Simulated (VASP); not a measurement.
# LaYb2Al2 (I4/mmm) in VASP: further runs

Runs on LaYb2Al2. Level: PBE. Tasks: single point.

All numbers are computed with VASP 6.6.1; they aren't measurements. Logs are shortened: lines on timing, memory, paths and dates and some standing lists are left out, and cuts for length are marked.

## 1. The cell of the first run

Symmetry: I4/mmm, No. 139, tetragonal system. Conventional cell: a = 4.600 Å, b = 4.600 Å, c = 13.592 Å, α = 90.00°, β = 90.00°, γ = 90.00°. Al (site symmetry -4m2) has 4 Yb at 2.94 Å and 4 Al at 3.25 Å within 3.9 Å. La (site symmetry 4/mmm) has 8 Yb at 3.61 Å and 8 Al at 4.10 Å and 4 La at 4.60 Å within 4.7 Å. Within 3.9 Å of Yb (site symmetry 4mm) lie 4 Al at 2.94 Å and 1 Yb at 3.13 Å and 4 La at 3.61 Å.

## 2. Single point, PBE

INCAR

```
PREC     = Accurate       # precision mode
ENCUT    = 520            # plane-wave cutoff, eV
EDIFF    = 1E-6           # SCF threshold, eV
ISMEAR   = 0              # smearing method
SIGMA    = 0.0323         # smearing width, eV
LREAL    = False          # projectors in reciprocal space
LASPH    = True           # aspherical terms in the spheres
NELM     = 80             # most SCF steps
ALGO     = Normal         # electronic algorithm
ISIF     = 2              # what is computed and relaxed
LWAVE    = False          # write WAVECAR
LCHARG   = True           # write CHGCAR
GGA      = PE             # functional
LELF     = True           # ELF
LVHAR    = True         
NBANDS   = 40             # bands
```

KPOINTS

```
Automatic mesh
0
Gamma
  4 4 4
```

POSCAR

```
LaYb2Al2
1.0
    0.0000000000      4.6000159496      0.0000000000
    4.6000159496      0.0000000000      0.0000000000
    2.3000079748      2.3000079748     -6.7960194257
Al La Yb
2 1 2
Direct
    0.7500000000      0.2500000000      0.5000000000
    0.2500000000      0.7500000000      0.5000000000
    0.0000000000      0.0000000000      0.0000000000
    0.3850201541      0.3850201541      0.2299596917
    0.6149798459      0.6149798459      0.7700403083
```

Potentials or basis: VASP PAW PBE potentials, release 64 (Al, La, Yb).

Launch:

```
> cat potpaw_PBE.64/Al/POTCAR potpaw_PBE.64/La/POTCAR potpaw_PBE.64/Yb/POTCAR > POTCAR
> mpirun -np 1 vasp_std > vasp.out
```

OUTCAR:

```text
PREC = Accurate
   ENCUT = 520
   EDIFF = 1E-6
   ISMEAR = 0
   LREAL = False
   LASPH = True
   NELM = 80
   ISIF = 2
   GGA = PE

 ion  position               nearest neighbor table
   1  0.750  0.250  0.500-   4 2.94   5 2.94   5 2.94   4 2.94   2 3.25   2 3.25   2 3.25   2 3.25

   2  0.250  0.750  0.500-   4 2.94   5 2.94   5 2.94   4 2.94   1 3.25   1 3.25   1 3.25   1 3.25

   3  0.000  0.000  0.000-   4 3.61   5 3.61   5 3.61   5 3.61   4 3.61   4 3.61   5 3.61   4 3.61

   4  0.385  0.385  0.230-   2 2.94   1 2.94   1 2.94   2 2.94   5 3.13   3 3.61   3 3.61   3 3.61
                             3 3.61
   5  0.615  0.615  0.770-   2 2.94   1 2.94   1 2.94   2 2.94   4 3.13   3 3.61   3 3.61   3 3.61
                             3 3.61

  LATTYP: Found a body centered tetragonal cell.
 ALAT       =     4.6000159496
 C/A-ratio  =     2.9547808095

  Lattice vectors:

 A1 = (  -2.3000079748,   2.3000079748,   6.7960194257)
 A2 = (   2.3000079748,  -2.3000079748,   6.7960194257)
 A3 = (   2.3000079748,   2.3000079748,  -6.7960194257)

Analysis of symmetry for initial positions (statically):
=====================================================================
 Subroutine PRICEL returns:
 Original cell was already a primitive cell.

 Routine SETGRP: Setting up the symmetry group for a
 body centered tetragonal supercell.

 Subroutine GETGRP returns: Found 16 space group operations
 (whereof 16 operations were pure point group operations)
 out of a pool of 16 trial point group operations.

The static configuration has the point symmetry D_4h.

Analysis of symmetry for dynamics (positions and initial velocities):
=====================================================================
 Subroutine PRICEL returns:
 Original cell was already a primitive cell.

 Routine SETGRP: Setting up the symmetry group for a
 body centered tetragonal supercell.

 Subroutine GETGRP returns: Found 16 space group operations
 (whereof 16 operations were pure point group operations)
 out of a pool of 16 trial point group operations.

The dynamic configuration has the point symmetry D_4h.

 Subroutine INISYM returns: Found 16 space group operations
 (whereof 16 operations are pure point group operations),
 and found     1 'primitive' translations

----------------------------------------------------------------------------------------

                                     Primitive cell
[... 85 lines left out ...]
   EDIFF  = 0.1E-05   stopping-criterion for ELM
   LREAL  =      F    real-space projection
   EDIFFG = 0.1E-04   stopping-criterion for IOM
   NSW    =      0    number of steps for IOM
   IBRION =     -1    ionic relax: 0-MD 1-quasi-New 2-CG
   NFREE  =      0    steps in history (QN), initial steepest desc. (CG)
   ISIF   =      2    stress and relaxation
   ISYM   =      2    0-nonsym 1-usesym 2-fastsym
   POTIM  = 0.5000    time-step for ionic-motion
   TEBEG  =    0.0;   TEEND  =   0.0 temperature during run
   PSTRESS=    0.0 pullay stress
   NELECT =      65.0000    total number of electrons
   NUPDOWN=      -1.0000    fix difference up-down
   EMIN   =  10.00;   EMAX   =-10.00  energy-range for DOS
   EFERMI =   0.00;   METHOD = LEGACY
   ISMEAR =     0;   SIGMA  =   0.03  broadening in eV -4-tet -1-fermi 0-gaus
   EFERMI_NEDOS =   21; number of points for ismear=-14 and -15
   IALGO  =     38    algorithm
   IMIX   =      4    mixing-type and parameters
     AMIX     =   0.40;   BMIX     =  1.00
     AMIX_MAG =   1.60;   BMIX_MAG =  1.00
  volume/ion in A,a.u.               =      28.76       194.09
  Fermi-wavevector in a.u.,A,eV,Ry     =   1.256381  2.374217 21.476720  1.578494
  Thomas-Fermi vector in A             =   2.390092
   LORBIT       =      0    0 simple, 1 ext, 2 COOP (PROOUT), +10 PAW based schemes
   GGA     = PE    functional components
   LHFCALC =     F    Hartree Fock is set to
   AEXX    =    0.0000 exact exchange contribution
   IVDW    =     0    specifies the selected vdW correction
   LEPSILON=     F    determine dielectric tensor
   LRPA    =     F    only Hartree local field effects (RPA)
 non-spin polarized calculation
 Gauss-broadening in eV      SIGMA  =   0.03
  energy-cutoff  :      520.00
  volume of cell :      143.80
 maximum number of plane-waves:      3884
 NGX is ok and might be reduce to    36
   NGX = 17   NGY = 17   NGZ = 27

 number of electron      65.0000011 magnetization

 Free energy of the ion-electron system (eV)
  ---------------------------------------------------
  ext. energy  EPLUGINS =         0.00000000
  ---------------------------------------------------
  free energy    TOTEN  =       -18.95934716 eV

  energy without entropy =      -18.95618274  energy(sigma->0) =      -18.95776495

 E-fermi :   4.2630     XC(G=0):  -9.6184

 val. band max:        4.2238102594   @ k =  -0.2500  -0.2500   0.2500
 cond. band min:       4.2718781677   @ k =   0.2500   0.2500  -0.0000
 fundamental gap:      0.0480679083
 Fermi energy:         4.2629510206

 k-point     1 :       0.0000    0.0000    0.0000
  band No.  band energies     occupation
      1     -47.2261      2.00000
      2     -47.2004      2.00000
      3     -28.7989      2.00000
      4     -19.8650      2.00000
      5     -19.5391      2.00000
      6     -19.5391      2.00000
[... 548 lines left out ...]
     39       5.6976      0.00000
     40       6.0422      0.00000

------------------------ aborting loop because EDIFF is reached ----------------------------------------

  FORCE on cell =-STRESS in cart. coord.  units (eV):
  Direction    XX          YY          ZZ          XY          YZ          ZX
  --------------------------------------------------------------------------------------
  -------------------------------------------------------------------------------------
  Total        0.3686314      0.3686314      0.3579607      0.0000000     -0.0000000      0.0000000
  in kB        4.1070461      4.1070461      3.9881608      0.0000000     -0.0000000      0.0000000
  external PRESSURE =       4.0674177 kB  Pullay stress =       0.0000000 kB

 VOLUME and BASIS-vectors are now :
 -----------------------------------------------------------------------------
  energy-cutoff  :      520.00
  volume of cell :      143.80
      direct lattice vectors                 reciprocal lattice vectors
     0.000000000  4.600015950  0.000000000     0.000000000  0.217390551  0.073572480
     4.600015950  0.000000000  0.000000000     0.217390551  0.000000000  0.073572480
     2.300007975  2.300007975 -6.796019426     0.000000000  0.000000000 -0.147144959

 POSITION                                       TOTAL-FORCE (eV/Angst)
 -----------------------------------------------------------------------------------
      2.30001      4.60002     -3.39801         0.000000     -0.000000      0.000000
      4.60002      2.30001     -3.39801        -0.000000     -0.000000      0.000000
      0.00000      0.00000      0.00000        -0.000000     -0.000000      0.000000
      2.30001      2.30001     -1.56281        -0.000000     -0.000000     -0.010382
      4.60002      4.60002     -5.23321         0.000000      0.000000      0.010382
 -----------------------------------------------------------------------------------
    total drift:                                0.000000      0.000000     -0.000000

  FREE ENERGIE OF THE ION-ELECTRON SYSTEM (eV)
  ---------------------------------------------------
  free  energy   TOTEN  =       -18.9593471628 eV

  energy  without entropy=      -18.9561827397  energy(sigma->0) =      -18.95776495
```

OSZICAR:

```text
N       E                     dE             d eps       ncg     rms          rms(c)
DAV:   1     0.556486933122E+03    0.55649E+03   -0.21143E+04  1520   0.882E+03
DAV:   2     0.132695696730E+03   -0.42379E+03   -0.39305E+03  1576   0.741E+02
DAV:   3     0.721451239108E+01   -0.12548E+03   -0.12246E+03  1576   0.314E+02
[... 13 lines left out ...]
DAV:  64    -0.189593736413E+02    0.33464E-04   -0.17401E-05  1344   0.161E-01    0.116E-01
DAV:  65    -0.189593621972E+02    0.11444E-04   -0.68017E-06  1416   0.753E-02    0.783E-02
DAV:  66    -0.189593508008E+02    0.11396E-04   -0.75245E-06  1464   0.986E-02    0.358E-02
DAV:  67    -0.189593474252E+02    0.33756E-05   -0.60088E-06  1320   0.582E-02    0.236E-02
DAV:  68    -0.189593471628E+02    0.26244E-06   -0.73270E-06  1216   0.241E-02
   1 F= -.18959347E+02 E0= -.18957765E+02  d E =-.316442E-02
```

It took 3.4 min on 1 thread of Intel Xeon 6975P-C (Granite Rapids), shared host; peak memory 0.3 GiB.

What came out:

```yaml
Free_energy: -18.9593 eV
Pressure: 0.4 GPa
Largest_force: 0.010 eV/Å
Band_gap_on_the_k_mesh: zero (an odd number of electrons rules out a gap without spin polarisation)
```

Forces in eV/Å, atoms in the order of the input:
```
Al   0.000  0.000  0.000
Al   0.000  0.000  0.000
La   0.000  0.000  0.000
Yb   0.000  0.000 -0.010
Yb   0.000  0.000  0.010
```

Caveat: the k points lie up to 0.36 Å⁻¹ apart, too coarse for converged energies and pressures of a metal; spin-orbit coupling is left out, which moves the levels of the heavy elements.

## 3. Single point, PBE

INCAR

```
SYSTEM = LaYb2Al2
PREC = Accurate ; ENCUT = 520
EDIFF = 1E-7 ; ISMEAR = -5
SIGMA = 0.1 ; LREAL = .False.
LASPH = .True. ; NELM = 80
ALGO = Normal ; ISIF = 2
LWAVE = .False. ; LCHARG = .False.
GGA = PE ; NBANDS = 40
```

KPOINTS

```
Automatic mesh
0
Gamma
  4 4 4
  0 0 0
```

POSCAR

```
LaYb2Al2
1.0
    0.0000000000      4.6144872494      0.0000000000
    4.6144872494      0.0000000000      0.0000000000
    2.3072436247      2.3072436247     -6.7663668027
Al La Yb
2 1 2
Direct
    0.7500000000      0.2500000000      0.5000000000
    0.2500000000      0.7500000000      0.5000000000
    0.0000000000      0.0000000000      0.0000000000
    0.3845522599      0.3845522599      0.2308954802
    0.6154477401      0.6154477401      0.7691045198
```

Potentials or basis: VASP PAW PBE potentials, release 64 (Al, La, Yb).

Launch:

```
> cat potpaw_PBE.64/Al/POTCAR potpaw_PBE.64/La/POTCAR potpaw_PBE.64/Yb/POTCAR > POTCAR
> mpirun -np 1 vasp_std > vasp.out
```

It took 4 min on 1 thread of Intel Xeon 6975P-C (Granite Rapids), shared host; peak memory 0.3 GiB.

The run converged. Its results:

| Property | Result |
| --- | --- |
| Free energy | -18.9673 eV |
| Pressure | -0.2 GPa |
| Largest force | 0.009 eV/Å |
| Band gap on the k mesh | zero (an odd number of electrons rules out a gap without spin polarisation) |

Forces in eV/Å, atoms in the order of the input:
```
Al   0.000  0.000  0.000
Al   0.000  0.000  0.000
La   0.000  0.000  0.000
Yb   0.000  0.000 -0.009
Yb   0.000  0.000  0.009
```

Levels at points of the mesh, in eV from the Fermi level:
| k point | band 28 | band 29 | band 30 | band 31 | band 32 | band 33 | band 34 | band 35 | band 36 | band 37 |
| --- | --- | --- | --- | --- | --- | --- | --- | --- | --- | --- |
| (0.00, 0.00, 0.00) | -0.42 | -0.40 | -0.40 | -0.36 | -0.27 | -0.27 | 0.97 | 1.00 | 1.16 | 1.16 |
| (0.50, 0.00, 0.00) | -0.42 | -0.42 | -0.40 | -0.38 | -0.23 | 0.23 | 0.42 | 0.49 | 1.28 | 1.43 |
| (0.50, 0.50, 0.00) | -0.41 | -0.40 | -0.40 | -0.38 | -0.24 | 0.25 | 0.78 | 0.89 | 1.15 | 1.18 |
| (0.00, 0.00, 0.50) | -0.43 | -0.40 | -0.40 | -0.37 | -0.37 | 0.12 | 0.94 | 1.01 | 1.17 | 1.36 |

Caveat: spin-orbit coupling is left out, which moves the levels of the heavy elements; tetrahedron occupations give inexact forces and stress in metals.

The gap in the log of VASP goes by the Fermi energy; the results here count the filled bands.